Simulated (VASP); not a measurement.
# C (Fd-3m) in VASP: settings compared

C is run at these levels: BHLYP, r2SCAN; tasks: single point.

All numbers are computed with VASP 6.6.1; they aren't measurements. Logs are shortened: lines on timing, memory, paths and dates and some standing lists are left out, and cuts for length are marked.

### 1 The cell of the first run

Symmetry: Fd-3m, No. 227, cubic system. The conventional cell has a = 3.519 Å, b = 3.519 Å, c = 3.519 Å, α = 90.00°, β = 90.00°, γ = 90.00°. Within 2.0 Å of C (site symmetry -43m) lie 4 C at 1.52 Å.

### 2 Single point, BHLYP

The input, POSCAR:

```
C
1.0
    0.0000000000      1.7592674508      1.7592674508
    1.7592674508      0.0000000000      1.7592674508
    1.7592674508      1.7592674508      0.0000000000
C
2
Direct
    0.7500000000      0.7500000000      0.7500000000
    0.5000000000      0.5000000000      0.5000000000
```

The input, INCAR.step1:

```
ALGO = Normal
EDIFF = 1E-5
ENCUT = 1000
GGA = PE
GGA_COMPAT = False
ISIF = 2
ISMEAR = -1
LASPH = True
LCHARG = False
LREAL = False
LWAVE = True
NBANDS = 11
NELM = 120
PREC = Accurate
SIGMA = 0.05
```

The input, INCAR.step2:

```
AEXX = 0.5
AGGAC = 1.0
AGGAX = 0.5
ALDAC = 0.0
ALDAX = 0.5
ALGO = Normal
EDIFF = 1E-6
ENCUT = 1000
GGA = B5
GGA_COMPAT = False
ISIF = 2
ISMEAR = -1
ISTART = 1
LASPH = True
LCHARG = False
LHFCALC = True
LREAL = False
LWAVE = False
NBANDS = 11
NELM = 120
PREC = Accurate
PRECFOCK = Normal
SIGMA = 0.05
```

The input, KPOINTS:

```
k-points
0
Gamma
  7 7 7
```

Potentials or basis: VASP PAW PBE potentials, release 64 (C_h).

The run is started by

```console
cat potpaw_PBE.64/C_h/POTCAR > POTCAR
cp INCAR.step1 INCAR
mpirun -np 1 vasp_std > vasp.out
cp INCAR.step2 INCAR
mpirun -np 1 vasp_std > vasp.out
```

OUTCAR:

```text
AEXX = 0.5
   EDIFF = 1E-6
   ENCUT = 1000
   GGA = B5
   ISIF = 2
   ISMEAR = -1
   ISTART = 1
   LASPH = True
   LHFCALC = True
   LREAL = False
   NELM = 120
   PREC = Accurate
   PRECFOCK = Normal

 ion  position               nearest neighbor table
   1  0.750  0.750  0.750-   2 1.52   2 1.52   2 1.52   2 1.52
   2  0.500  0.500  0.500-   1 1.52   1 1.52   1 1.52   1 1.52

  LATTYP: Found a face centered cubic cell.
 ALAT       =     3.5185349016

  Lattice vectors:

 A1 = (   0.0000000000,   1.7592674508,   1.7592674508)
 A2 = (   1.7592674508,   0.0000000000,   1.7592674508)
 A3 = (   1.7592674508,   1.7592674508,   0.0000000000)

Analysis of symmetry for initial positions (statically):
=====================================================================
 Subroutine PRICEL returns:
 Original cell was already a primitive cell.

 Routine SETGRP: Setting up the symmetry group for a
 face centered cubic supercell.

 Subroutine GETGRP returns: Found 48 space group operations
 (whereof 24 operations were pure point group operations)
 out of a pool of 48 trial point group operations.

The static configuration has the point symmetry T_d .
 The point group associated with its full space group is O_h .

Analysis of symmetry for dynamics (positions and initial velocities):
=====================================================================
 Subroutine PRICEL returns:
 Original cell was already a primitive cell.

 Routine SETGRP: Setting up the symmetry group for a
 face centered cubic supercell.

 Subroutine GETGRP returns: Found 48 space group operations
 (whereof 24 operations were pure point group operations)
 out of a pool of 48 trial point group operations.

The dynamic configuration has the point symmetry T_d .
 The point group associated with its full space group is O_h .

 Subroutine INISYM returns: Found 48 space group operations
 (whereof 24 operations are pure point group operations),
 and found     1 'primitive' translations

----------------------------------------------------------------------------------------

                                     Primitive cell

  volume of cell :      10.8899

  direct lattice vectors                    reciprocal lattice vectors
     0.000000000  1.759267451  1.759267451    -0.284209203  0.284209203  0.284209203
     1.759267451  0.000000000  1.759267451     0.284209203 -0.284209203  0.284209203
     1.759267451  1.759267451  0.000000000     0.284209203  0.284209203 -0.284209203

  length of vectors
     2.487979889  2.487979889  2.487979889     0.492264780  0.492264780  0.492264780

  position of ions in fractional coordinates (direct lattice)
     0.750000000  0.750000000  0.750000000
     0.500000000  0.500000000  0.500000000

  ion indices of the primitive-cell ions
   primitive index   ion index
                 1           1
                 2           2

----------------------------------------------------------------------------------------

 KPOINTS: k-points

Automatic generation of k-mesh.
 Grid dimensions read from file:
 generate k-points for:    7    7    7

 Generating k-lattice:

  Cartesian coordinates                     Fractional coordinates (reciprocal lattice)
    -0.040601315  0.040601315  0.040601315     0.142857143  0.000000000  0.000000000
     0.040601315 -0.040601315  0.040601315     0.000000000  0.142857143  0.000000000
     0.040601315  0.040601315 -0.040601315     0.000000000  0.000000000  0.142857143

  Length of vectors
     0.070323540  0.070323540  0.070323540

  Shift w.r.t. Gamma in fractional coordinates (k-lattice)
     0.000000000  0.000000000  0.000000000

 Subroutine IBZKPT returns following result:
 ===========================================

 Found     20 irreducible k-points:

 Following reciprocal coordinates:
            Coordinates               Weight
  0.000000  0.000000  0.000000      1.000000
  0.142857  0.000000  0.000000      8.000000
  0.285714  0.000000  0.000000      8.000000
  0.428571  0.000000  0.000000      8.000000
  0.142857  0.142857  0.000000      6.000000
  0.285714  0.142857  0.000000     24.000000
[... 12 lines left out ...]
 -0.428571  0.428571  0.142857     24.000000
 -0.285714  0.428571  0.142857     24.000000
   k-points           NKPTS =     20   k-points in BZ     NKDIM =    343   number of bands    NBANDS=     11
   number of dos      NEDOS =    301   number of ions     NIONS =      2
   total plane-waves  NPLWV =  21952
   dimension x,y,z NGX =    28 NGY =   28 NGZ =   28
   dimension x,y,z NGXF=    56 NGYF=   56 NGZF=   56
   ions per type =               2
   NGX,Y,Z   is equivalent  to a cutoff of  18.71, 18.71, 18.71 a.u.
   NGXF,Y,Z  is equivalent  to a cutoff of  37.42, 37.42, 37.42 a.u.
 SYSTEM =  unknown system
   PREC   = accura    normal or accurate (medium, high low for compatibility)
   ISTART =      1    job   : 0-new  1-cont  2-samecut
   ICHARG =      0    charge: 1-file 2-atom 10-const
   ISPIN  =      1    spin polarized calculation?
   LNONCOLLINEAR =      F non collinear calculations
   LSORBIT =      F    spin-orbit coupling
   LASPH  =      T    aspherical Exc in radial PAW
   ENCUT  = 1000.0 eV  73.50 Ry    8.57 a.u.   6.42  6.42  6.42*2*pi/ulx,y,z
   NELM   =    120;   NELMIN=  2; NELMDL=  0     # of ELM steps
   EDIFF  = 0.1E-05   stopping-criterion for ELM
   LREAL  =      F    real-space projection
   EDIFFG = 0.1E-04   stopping-criterion for IOM
   NSW    =      0    number of steps for IOM
   IBRION =     -1    ionic relax: 0-MD 1-quasi-New 2-CG
   NFREE  =      0    steps in history (QN), initial steepest desc. (CG)
   ISIF   =      2    stress and relaxation
   ISYM   =      3    0-nonsym 1-usesym 2-fastsym
   POTIM  = 0.5000    time-step for ionic-motion
   TEBEG  =    0.0;   TEEND  =   0.0 temperature during run
   PSTRESS=    0.0 pullay stress
   NELECT =       8.0000    total number of electrons
   NUPDOWN=      -1.0000    fix difference up-down
   EMIN   =  10.00;   EMAX   =-10.00  energy-range for DOS
   EFERMI =   0.00;   METHOD = LEGACY
   ISMEAR =    -1;   SIGMA  =   0.05  broadening in eV -4-tet -1-fermi 0-gaus
   EFERMI_NEDOS =   21; number of points for ismear=-14 and -15
   IALGO  =     38    algorithm
   IMIX   =      1    mixing-type and parameters
     AMIX     =   0.40;   BMIX     =  1.00
     AMIX_MAG =   1.60;   BMIX_MAG =  1.00
  volume/ion in A,a.u.               =       5.44        36.74
  Fermi-wavevector in a.u.,A,eV,Ry     =   1.477167  2.791441 29.688220  2.182023
  Thomas-Fermi vector in A             =   2.591604
   LORBIT       =      0    0 simple, 1 ext, 2 COOP (PROOUT), +10 PAW based schemes
   GGA     = B5    functional components
   LHFCALC =     T    Hartree Fock is set to
   PRECFOCK=normal    Normal, Fast or Accurate (Low or Medium for compatibility)
   ENCUT4O =  -1.0   cutoff for four orbital integrals eV
   NKREDX  =     1    reduce k-point grid by
   NKREDY  =     1    reduce k-point grid by
   NKREDZ  =     1    reduce k-point grid by
   AEXX    =    0.5000 exact exchange contribution
   HFSCREEN=    0.0000 screening length (either q_TF or 0.3 A-1)
   HFSCREENC=   0.0000 screening length for correlation (either q_TF or 0.3 A-1)
   ENCUTFOCK=  -1.0 apply spherical cutoff to Coloumb kernel
   IVDW    =     0    specifies the selected vdW correction
   LEPSILON=     F    determine dielectric tensor
   LRPA    =     F    only Hartree local field effects (RPA)
 non-spin polarized calculation
  energy-cutoff  :     1000.00
  volume of cell :       10.89
 maximum number of plane-waves:       801
 NGX is ok and might be reduce to    28
  NGX = 20; NGY = 20; NGZ = 20

 number of electron       8.0000000 magnetization

 Free energy of the ion-electron system (eV)
  ---------------------------------------------------
  ext. energy  EPLUGINS =         0.00000000
  ---------------------------------------------------
  free energy    TOTEN  =       -24.77237673 eV

  energy without entropy =      -24.77237673  energy(sigma->0) =      -24.77237673

 E-fermi :  10.9377     XC(G=0):  -7.0322

 val. band max:        9.7696453728   @ k =   0.0000   0.0000   0.0000
 cond. band min:      18.4678295345   @ k =   0.4286   0.4286   0.0000
 fundamental gap:      8.6981841618
 Fermi energy:        10.9377178434

 k-point     1 :       0.0000    0.0000    0.0000
  band No.  band energies     occupation
      1     -16.1263      2.00000
      2       9.7696      2.00000
      3       9.7696      2.00000
      4       9.7696      2.00000
      5      20.0794      0.00000
      6      20.0794      0.00000
      7      20.0794      0.00000
      8      29.8185      0.00000
      9      34.9883      0.00000
     10      42.3618      0.00000
     11      42.3618      0.00000

 k-point     2 :       0.1429    0.0000    0.0000
  band No.  band energies     occupation
      1     -15.4579      2.00000
      2       6.2825      2.00000
      3       8.8371      2.00000
      4       8.8371      2.00000
      5      21.3305      0.00000
      6      21.3305      0.00000
      7      21.8021      0.00000
      8      30.2568      0.00000
      9      35.9594      0.00000
     10      38.7137      0.00000
     11      38.7137      0.00000

 k-point     3 :       0.2857    0.0000    0.0000
  band No.  band energies     occupation
      1     -13.4787      2.00000
      2       0.3905      2.00000
      3       7.3589      2.00000
      4       7.3589      2.00000
      5      22.9898      0.00000
      6      22.9898      0.00000
      7      23.4101      0.00000
      8      31.2003      0.00000
      9      36.8724      0.00000
     10      38.2394      0.00000
     11      38.2394      0.00000
[... 211 lines left out ...]
 k-point    19 :      -0.4286    0.4286    0.1429
  band No.  band energies     occupation
      1      -7.6427      2.00000
      2      -2.9017      2.00000
      3       0.7422      2.00000
      4       1.5417      2.00000
      5      21.6428      0.00000
      6      22.9221      0.00000
      7      29.8225      0.00000
      8      32.3929      0.00000
      9      37.5887      0.00000
     10      39.4466      0.00000
     11      46.4326      0.00000

 k-point    20 :      -0.2857    0.4286    0.1429
  band No.  band energies     occupation
      1      -6.0805      2.00000
      2      -4.0362      2.00000
      3      -1.1137      2.00000
      4       1.9036      2.00000
      5      22.8796      0.00000
      6      27.0486      0.00000
      7      28.8787      0.00000
      8      29.7327      0.00000
      9      35.5386      0.00000
     10      39.7058      0.00000
     11      44.2690      0.00000

------------------------ aborting loop because EDIFF is reached ----------------------------------------

  FORCE on cell =-STRESS in cart. coord.  units (eV):
  Direction    XX          YY          ZZ          XY          YZ          ZX
  --------------------------------------------------------------------------------------
  -------------------------------------------------------------------------------------
  Total        0.7119767      0.7119767      0.7119767      0.0000000      0.0000000     -0.0000000
  in kB      104.7492161    104.7492161    104.7492161      0.0000000      0.0000000     -0.0000000
  external PRESSURE =     104.7492161 kB  Pullay stress =       0.0000000 kB

 VOLUME and BASIS-vectors are now :
 -----------------------------------------------------------------------------
  energy-cutoff  :     1000.00
  volume of cell :       10.89
      direct lattice vectors                 reciprocal lattice vectors
     0.000000000  1.759267451  1.759267451    -0.284209203  0.284209203  0.284209203
     1.759267451  0.000000000  1.759267451     0.284209203 -0.284209203  0.284209203
     1.759267451  1.759267451  0.000000000     0.284209203  0.284209203 -0.284209203

 POSITION                                       TOTAL-FORCE (eV/Angst)
 -----------------------------------------------------------------------------------
      2.63890      2.63890      2.63890         0.000000     -0.000000      0.000000
      1.75927      1.75927      1.75927        -0.000000      0.000000     -0.000000
 -----------------------------------------------------------------------------------
    total drift:                               -0.000000     -0.000000     -0.000000

  FREE ENERGIE OF THE ION-ELECTRON SYSTEM (eV)
  ---------------------------------------------------
  free  energy   TOTEN  =       -24.7723767305 eV

  energy  without entropy=      -24.7723767305  energy(sigma->0) =      -24.77237673
```

Wall time 7.5 min (1 thread of Intel Xeon 6975P-C (Granite Rapids), shared host); peak memory 0.15 GiB.

Results:

```
Free energy            : -24.7724 eV
Pressure               : 10.5 GPa
Band gap on the k mesh : 8.70 eV (least direct gap 10.31 eV)
```

Caveat: the k points lie up to 0.44 Å⁻¹ apart; the PAW data sets were made with another functional, which shifts forces and pressure a little; an odd mesh through Γ misses points on the zone boundary, where band edges can lie.

### 3 Single point, r2SCAN

This run uses another cell than the first one, of 5.79 Å³/atom.

The input, POSCAR:

```
C
1.0
    0.0000000000      1.7951807415      1.7951807415
    1.7951807415      0.0000000000      1.7951807415
    1.7951807415      1.7951807415      0.0000000000
C
2
Direct
    0.7500000000      0.7500000000      0.7500000000
    0.5000000000      0.5000000000      0.5000000000
```

The input, INCAR.step1:

```
PREC     = Accurate       # precision mode
ENCUT    = 1430           # plane-wave cutoff, eV
ISMEAR   = -1             # smearing method
SIGMA    = 0.05           # smearing width, eV
LREAL    = F              # projectors in reciprocal space
LASPH    = T              # aspherical terms in the spheres
NELM     = 120            # most SCF steps
NBANDS   = 11             # bands
GGA      = PE             # functional
ALGO     = Normal         # electronic algorithm
EDIFF    = 1E-5           # SCF threshold, eV
LWAVE    = T              # write WAVECAR
LCHARG   = F              # write CHGCAR
GGA_COMPAT= F
```

The input, INCAR.step2:

```
PREC     = Accurate       # precision mode
ENCUT    = 1430           # plane-wave cutoff, eV
EDIFF    = 1E-6           # SCF threshold, eV
ISMEAR   = -1             # smearing method
SIGMA    = 0.05           # smearing width, eV
LREAL    = F              # projectors in reciprocal space
LASPH    = T              # aspherical terms in the spheres
NELM     = 120            # most SCF steps
ALGO     = Normal         # electronic algorithm
ISIF     = 2              # what is computed and relaxed
LWAVE    = F              # write WAVECAR
LCHARG   = F              # write CHGCAR
METAGGA  = R2SCAN         # meta-GGA
LMIXTAU  = T            
NBANDS   = 11             # bands
ISTART   = 1            
GGA_COMPAT= F
```

The input, KPOINTS:

```
regular mesh
0
Gamma
  13 13 13
```

Potentials or basis: VASP PAW PBE potentials, release 64 (C_h).

The run is started by

```console
cat potpaw_PBE.64/C_h/POTCAR > POTCAR
cp INCAR.step1 INCAR
mpirun -np 1 vasp_std > vasp.out
cp INCAR.step2 INCAR
mpirun -np 1 vasp_std > vasp.out
```

Run time: 79 s. Hardware: 1 thread of Intel Xeon Platinum 8124M at 3.00GHz (Skylake/Cascade Lake), shared host; peak memory 0.19 GiB.

Results (log left out):

- Free energy: -19.7120 eV
- Pressure: -11.5 GPa
- Band gap on the k mesh: 4.32 eV (least direct gap 5.82 eV)

Levels at points of the mesh, in eV from the valence-band top:
| k point | band 2 | band 3 | band 4 | band 5 | band 6 | band 7 |
| --- | --- | --- | --- | --- | --- | --- |
| (0.00, 0.00, 0.00) | 0.00 | 0.00 | 0.00 | 5.82 | 5.82 | 5.82 |

Caveat: the cell stands under tension; the PAW data sets were made with another functional, which shifts forces and pressure a little; an odd mesh through Γ misses points on the zone boundary, where band edges can lie.
